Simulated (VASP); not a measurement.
Set up this calculation in VASP 6.6.1, as the native input.

```yaml
Task: single point
Functional: BLYP
Potentials_or_basis: VASP PAW PBE potentials, release 64 (Ni, Mo_sv, Pd, Ir, W_sv)
Cutoff: 520 eV
k_mesh: 8 × 8 × 2
Occupations: fermi-dirac, width 0.05 eV
Spin: collinear spin, ferromagnetic start
Starting_moments: "[1.0, 1.0, 0.0, 0.6, 0.0] μB"
Dipole_correction: no
Further_INCAR_settings: ALGO = Fast; EDIFF = 1e-07; NBANDS = 40
```

The structure of NiMoIrPdW lies in POSCAR:

```
NiMoIrPdW
1.0
    2.3853937930     -1.4502612176      0.0155680619
    2.3853937930      1.4502612176      0.0155680619
   -2.2146795658      0.0000000000     11.0839363568
Ni Mo Pd Ir W
1 1 1 1 1
Direct
    0.4968902557      0.4968902557      0.2943111477
    0.3214288139      0.3214288139      0.9119895929
    0.2479394178      0.2479394178      0.4913500707
    0.7505314266      0.7505314266      0.1076793834
    0.6832000860      0.6832000860      0.6946798052
```

The input as run:

INCAR

```
SYSTEM = NiMoIrPdW
PREC = Accurate
ENCUT = 520
EDIFF = 1E-7
ISMEAR = -1
SIGMA = 0.05
LREAL = .FALSE.
LASPH = .TRUE.
NELM = 150
ALGO = Fast
ISIF = 2
LWAVE = .FALSE.
LCHARG = .FALSE.
ISPIN = 2
MAGMOM = 1 1 0 0.6 0
LORBIT = 11
LMAXMIX = 4
GGA = B5
ALDAX = 1.0
AGGAX = 1.0
AGGAC = 1.0
ALDAC = 0.0
NBANDS = 40
```

KPOINTS

```
Automatic mesh
0
G
  8 8 2
  0 0 0
```

Potentials or basis: VASP PAW PBE potentials, release 64 (Ni, Mo_sv, Pd, Ir, W_sv).

The run is started by

```sh
$ cat potpaw_PBE.64/Ni/POTCAR potpaw_PBE.64/Mo_sv/POTCAR potpaw_PBE.64/Pd/POTCAR potpaw_PBE.64/Ir/POTCAR potpaw_PBE.64/W_sv/POTCAR > POTCAR
$ mpirun -np 1 vasp_std > vasp.out
```

It gave:

```json
{
 "Pressure": "1.1 GPa",
 "Largest force": "0.038 eV/Å",
 "Net moment": "0.00 μB per cell",
 "Valence electrons inside the program's atomic spheres": "Ni 9.13; Mo 12.49; Pd 9.50; Ir 8.28; W 12.00"
}
```

Caveat: the PAW data sets were made with another functional, which shifts forces and pressure a little.

Wall time 6.9 min on 1 thread of AMD EPYC 9R14 (Zen 4) (shared host), peak memory 0.39 GiB.
